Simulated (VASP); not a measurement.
# Na (Im-3m) in VASP: single point with LDA

Aim: the single point of Na with LDA.

All numbers are computed with VASP 6.6.1; they aren't measurements. Logs are shortened: lines on timing, memory, paths and dates and some standing lists are left out, and cuts for length are marked.

### 1 The cell of the first run

Symmetry: Im-3m, No. 229, cubic system. The conventional cell has a = 3.109 Å, b = 3.109 Å, c = 3.109 Å, α = 90.00°, β = 90.00°, γ = 90.00°. Within 3.6 Å of Na (site symmetry m-3m) lie 14 Na at 2.69 to 3.11 Å.

### 2 Single point, LDA (15.03 Å³/atom)

The input, POSCAR:

```
Na
1.0
   -1.5546202758      1.5546202758      1.5546202758
    1.5546202758     -1.5546202758      1.5546202758
    1.5546202758      1.5546202758     -1.5546202758
Na
1
Direct
    0.0000000000      0.0000000000      0.0000000000
```

The input, INCAR.step1:

```
PREC = Accurate ; ENCUT = 520
EDIFF = 1E-7 ; ISMEAR = -1
SIGMA = 0.05 ; LREAL = F
LASPH = T ; NELM = 80
ALGO = Normal ; ISIF = 2
LWAVE = F ; LCHARG = T
NBANDS = 10
```

The input, KPOINTS.step1:

```
regular mesh
0
Gamma
  13 13 13
```

The input, INCAR.step2:

```
PREC = Accurate ; ENCUT = 520
EDIFF = 1E-7 ; ISMEAR = -5
SIGMA = 0.05 ; LREAL = F
LASPH = T ; NELM = 80
ALGO = Normal ; ISIF = 2
LWAVE = F ; LCHARG = F
LORBIT = 10 ; NEDOS = 1001
ICHARG = 11
```

The input, KPOINTS.step2:

```
regular mesh
0
Gamma
  20 20 20
```

Potentials or basis: VASP PAW LDA potentials, release 64 (Na_pv).

Started as:

```sh
> cat potpaw_LDA.64/Na_pv/POTCAR > POTCAR
> cp INCAR.step1 INCAR
> cp KPOINTS.step1 KPOINTS
> mpirun -np 1 vasp_std > vasp.out
> cp INCAR.step2 INCAR
> cp KPOINTS.step2 KPOINTS
> mpirun -np 1 vasp_std > vasp.out
```

OUTCAR:

```text
PREC = Accurate
   ENCUT = 520
   EDIFF = 1E-7
   ISMEAR = -5
   LREAL = F
   LASPH = T
   NELM = 80
   ISIF = 2
   LORBIT = 10
   ICHARG = 11

 ion  position               nearest neighbor table
   1  0.000  0.000  0.000-

  LATTYP: Found a body centered cubic cell.
 ALAT       =     3.1092405516

  Lattice vectors:

 A1 = (  -1.5546202758,   1.5546202758,   1.5546202758)
 A2 = (   1.5546202758,  -1.5546202758,   1.5546202758)
 A3 = (   1.5546202758,   1.5546202758,  -1.5546202758)

Analysis of symmetry for initial positions (statically):
=====================================================================
 Subroutine PRICEL returns:
 Original cell was already a primitive cell.

 Routine SETGRP: Setting up the symmetry group for a
 body centered cubic supercell.

 Subroutine GETGRP returns: Found 48 space group operations
 (whereof 48 operations were pure point group operations)
 out of a pool of 48 trial point group operations.

The static configuration has the point symmetry O_h .

Analysis of symmetry for dynamics (positions and initial velocities):
=====================================================================
 Subroutine PRICEL returns:
 Original cell was already a primitive cell.

 Routine SETGRP: Setting up the symmetry group for a
 body centered cubic supercell.

 Subroutine GETGRP returns: Found 48 space group operations
 (whereof 48 operations were pure point group operations)
 out of a pool of 48 trial point group operations.

The dynamic configuration has the point symmetry O_h .

 Subroutine INISYM returns: Found 48 space group operations
 (whereof 48 operations are pure point group operations),
 and found     1 'primitive' translations

----------------------------------------------------------------------------------------

                                     Primitive cell

  volume of cell :      15.0291

  direct lattice vectors                    reciprocal lattice vectors
    -1.554620276  1.554620276  1.554620276     0.000000000  0.321621947  0.321621947
     1.554620276 -1.554620276  1.554620276     0.321621947  0.000000000  0.321621947
     1.554620276  1.554620276 -1.554620276     0.321621947  0.321621947  0.000000000

  length of vectors
     2.692681304  2.692681304  2.692681304     0.454842119  0.454842119  0.454842119

  position of ions in fractional coordinates (direct lattice)
     0.000000000  0.000000000  0.000000000

  ion indices of the primitive-cell ions
   primitive index   ion index
                 1           1

----------------------------------------------------------------------------------------

 KPOINTS: regular mesh

Automatic generation of k-mesh.
 Grid dimensions read from file:
 generate k-points for:   20   20   20

 Generating k-lattice:

  Cartesian coordinates                     Fractional coordinates (reciprocal lattice)
     0.000000000  0.016081097  0.016081097     0.050000000  0.000000000  0.000000000
     0.016081097  0.000000000  0.016081097     0.000000000  0.050000000  0.000000000
     0.016081097  0.016081097  0.000000000     0.000000000  0.000000000  0.050000000

  Length of vectors
     0.022742106  0.022742106  0.022742106

  Shift w.r.t. Gamma in fractional coordinates (k-lattice)
     0.000000000  0.000000000  0.000000000

 TETIRR: Found   9408 inequivalent tetrahedra from    48000

 Subroutine IBZKPT returns following result:
 ===========================================

 Found    256 irreducible k-points:

 Following reciprocal coordinates:
            Coordinates               Weight
  0.000000  0.000000  0.000000      1.000000
  0.050000  0.000000  0.000000     12.000000
  0.100000  0.000000  0.000000     12.000000
  0.150000  0.000000  0.000000     12.000000
  0.200000  0.000000  0.000000     12.000000
  0.250000  0.000000  0.000000     12.000000
[... 16 lines left out ...]
  0.200000  0.100000 -0.000000     48.000000
  0.250000  0.100000 -0.000000     48.000000
 [... further k-points ...]
   k-points           NKPTS =    256   k-points in BZ     NKDIM =    256   number of bands    NBANDS=      7
   number of dos      NEDOS =   1001   number of ions     NIONS =      1
   total plane-waves  NPLWV =   8000
   dimension x,y,z NGX =    20 NGY =   20 NGZ =   20
   dimension x,y,z NGXF=    40 NGYF=   40 NGZF=   40
   ions per type =               1
   NGX,Y,Z   is equivalent  to a cutoff of  12.35, 12.35, 12.35 a.u.
   NGXF,Y,Z  is equivalent  to a cutoff of  24.70, 24.70, 24.70 a.u.
 SYSTEM =  unknown system
   PREC   = accura    normal or accurate (medium, high low for compatibility)
   ISTART =      0    job   : 0-new  1-cont  2-samecut
   ICHARG =     11    charge: 1-file 2-atom 10-const
   ISPIN  =      1    spin polarized calculation?
   LNONCOLLINEAR =      F non collinear calculations
   LSORBIT =      F    spin-orbit coupling
   LASPH  =      T    aspherical Exc in radial PAW
   ENCUT  =  520.0 eV  38.22 Ry    6.18 a.u.   5.01  5.01  5.01*2*pi/ulx,y,z
   NELM   =     80;   NELMIN=  2; NELMDL=  0     # of ELM steps
   EDIFF  = 0.1E-06   stopping-criterion for ELM
   LREAL  =      F    real-space projection
   EDIFFG = 0.1E-05   stopping-criterion for IOM
   NSW    =      0    number of steps for IOM
   IBRION =     -1    ionic relax: 0-MD 1-quasi-New 2-CG
   NFREE  =      0    steps in history (QN), initial steepest desc. (CG)
   ISIF   =      2    stress and relaxation
   ISYM   =      2    0-nonsym 1-usesym 2-fastsym
   POTIM  = 0.5000    time-step for ionic-motion
   TEBEG  =    0.0;   TEEND  =   0.0 temperature during run
   PSTRESS=    0.0 pullay stress
   NELECT =       7.0000    total number of electrons
   NUPDOWN=      -1.0000    fix difference up-down
   EMIN   =  10.00;   EMAX   =-10.00  energy-range for DOS
   EFERMI =   0.00;   METHOD = LEGACY
   ISMEAR =    -5;   SIGMA  =   0.05  broadening in eV -4-tet -1-fermi 0-gaus
   EFERMI_NEDOS =   21; number of points for ismear=-14 and -15
   IALGO  =     38    algorithm
   IMIX   =      4    mixing-type and parameters
     AMIX     =   0.40;   BMIX     =  1.00
     AMIX_MAG =   1.60;   BMIX_MAG =  1.00
  volume/ion in A,a.u.               =      15.03       101.42
  Fermi-wavevector in a.u.,A,eV,Ry     =   1.269005  2.398071 21.910449  1.610373
  Thomas-Fermi vector in A             =   2.402069
   LORBIT       =     10    0 simple, 1 ext, 2 COOP (PROOUT), +10 PAW based schemes
   GGA     = CA    functional components
   LHFCALC =     F    Hartree Fock is set to
   AEXX    =    0.0000 exact exchange contribution
   IVDW    =     0    specifies the selected vdW correction
   LEPSILON=     F    determine dielectric tensor
   LRPA    =     F    only Hartree local field effects (RPA)
 non-spin polarized calculation
 Fermi weights with tetrahedron method with Bloechl corrections
  energy-cutoff  :      520.00
  volume of cell :       15.03
 maximum number of plane-waves:       420

 number of electron       6.9999998 magnetization

 Free energy of the ion-electron system (eV)
  ---------------------------------------------------
  ext. energy  EPLUGINS =         0.00000000
  ---------------------------------------------------
  free energy    TOTEN  =        -0.47277521 eV

  energy without entropy =       -0.47277521  energy(sigma->0) =       -0.47277521

 E-fermi :   4.6207     XC(G=0):  -9.9062

 val. band max:        4.5850806779   @ k =  -0.3500   0.4000   0.2000
 cond. band min:       4.6098859294   @ k =   0.3500   0.1000   0.0500
 fundamental gap:      0.0248052514
 Fermi energy:         4.6206524508

 k-point     1 :       0.0000    0.0000    0.0000
  band No.  band energies     occupation
      1     -20.5612      2.00000
      2     -20.5612      2.00000
      3     -20.5612      2.00000
      4      -1.2455      2.00000
      5      22.9792      0.00000
      6      22.9792      0.00000
      7      22.9792      0.00000

 k-point     2 :       0.0500    0.0000    0.0000
  band No.  band energies     occupation
      1     -20.5772      2.00000
      2     -20.5653      2.00000
      3     -20.5614      2.00000
      4      -1.1583      2.00000
      5      22.1357      0.00000
      6      22.4433      0.00000
      7      22.9467      0.00000

 k-point     3 :       0.1000    0.0000    0.0000
  band No.  band energies     occupation
      1     -20.6231      2.00000
      2     -20.5773      2.00000
      3     -20.5621      2.00000
      4      -0.8989      2.00000
      5      20.1665      0.00000
      6      21.4263      0.00000
      7      22.8572      0.00000

 k-point     4 :       0.1500    0.0000    0.0000
  band No.  band energies     occupation
      1     -20.6936      2.00000
      2     -20.5959      2.00000
      3     -20.5630      2.00000
      4      -0.4742      2.00000
      5      18.0719      0.00000
      6      20.3884      0.00000
      7      22.7317      0.00000

 k-point     5 :       0.2000    0.0000    0.0000
  band No.  band energies     occupation
      1     -20.7807      2.00000
      2     -20.6193      2.00000
      3     -20.5643      2.00000
      4       0.1054      2.00000
      5      16.0545      0.00000
      6      19.4452      0.00000
      7      22.1220      0.00000

 k-point     6 :       0.2500    0.0000    0.0000
  band No.  band energies     occupation
      1     -20.8749      2.00000
      2     -20.6452      2.00000
      3     -20.5657      2.00000
      4       0.8279      2.00000
      5      14.1478      0.00000
      6      18.6303      0.00000
      7      21.5706      0.00000

 k-point     7 :       0.3000    0.0000    0.0000
  band No.  band energies     occupation
      1     -20.9669      2.00000
      2     -20.6709      2.00000
      3     -20.5671      2.00000
      4       1.6802      2.00000
      5      12.3568      0.00000
      6      17.9562      0.00000
      7      21.1329      0.00000
[... 121 lines left out ...]
 k-point    20 :       0.4500    0.0500    0.0000
  band No.  band energies     occupation
      1     -21.1566      2.00000
      2     -20.7317      2.00000
      3     -20.5758      2.00000
      4       5.4914     -0.06953
      5       7.0791      0.00000
      6      16.2910      0.00000
      7      20.7211      0.00000

 k-point    21 :       0.1000    0.1000    0.0000
  band No.  band energies     occupation
      1     -20.7306      2.00000
      2     -20.5965      2.00000
      3     -20.5756      2.00000
      4      -0.2237      2.00000
      5      17.6613      0.00000
      6      18.7912      0.00000
      7      22.5009      0.00000

 k-point    22 :       0.1500    0.1000    0.0000
  band No.  band energies     occupation
      1     -20.8082      2.00000
      2     -20.6198      2.00000
      3     -20.5803      2.00000
      4       0.3492      2.00000
      5      15.9455      0.00000
      6      17.7376      0.00000
      7      22.2060      0.00000

 k-point    23 :       0.2000    0.1000   -0.0000
  band No.  band energies     occupation
      1     -20.8912      2.00000
      2     -20.6488      2.00000
      3     -20.5831      2.00000
      4       1.0639      2.00000
      5      14.1640      0.00000
      6      16.9404      0.00000
      7      21.8894      0.00000

 k-point    24 :       0.2500    0.1000   -0.0000
  band No.  band energies     occupation
      1     -20.9717      2.00000
      2     -20.6790      2.00000
      3     -20.5854      2.00000
      4       1.9076      2.00000
      5      12.4410      0.00000
      6      16.3087      0.00000
      7      21.5718      0.00000

 [... further k-points ...]

------------------------ aborting loop because EDIFF is reached ----------------------------------------

  FORCE on cell =-STRESS in cart. coord.  units (eV):
  Direction    XX          YY          ZZ          XY          YZ          ZX
  --------------------------------------------------------------------------------------
  -------------------------------------------------------------------------------------
  Total        3.1148545      3.1148545      3.1148545     -0.0000000      0.0000000      0.0000000
  in kB      332.0590947    332.0590947    332.0590947     -0.0000000      0.0000000      0.0000000
  external PRESSURE =     332.0590947 kB  Pullay stress =       0.0000000 kB

 VOLUME and BASIS-vectors are now :
 -----------------------------------------------------------------------------
  energy-cutoff  :      520.00
  volume of cell :       15.03
      direct lattice vectors                 reciprocal lattice vectors
    -1.554620276  1.554620276  1.554620276     0.000000000  0.321621947  0.321621947
     1.554620276 -1.554620276  1.554620276     0.321621947  0.000000000  0.321621947
     1.554620276  1.554620276 -1.554620276     0.321621947  0.321621947  0.000000000

 POSITION                                       TOTAL-FORCE (eV/Angst)
 -----------------------------------------------------------------------------------
      0.00000      0.00000      0.00000        -0.000000      0.000000      0.000000
 -----------------------------------------------------------------------------------
    total drift:                               -0.000000     -0.000000      0.000000

  FREE ENERGIE OF THE ION-ELECTRON SYSTEM (eV)
  ---------------------------------------------------
  free  energy   TOTEN  =        -0.4727752148 eV

  energy  without entropy=       -0.4727752148  energy(sigma->0) =       -0.47277521

 total charge

# of ion       s       p       d       tot
------------------------------------------
    1        0.218   6.032   0.000   6.250
```

Run time: 36 s. Hardware: 1 thread of AMD EPYC 7R13, shared host; peak memory 0.11 GiB.

Results:

| Property | Result |
| --- | --- |
| Valence electrons inside the program's atomic spheres | Na 6.25 |

Caveat: tetrahedron occupations give inexact forces and stress in metals.
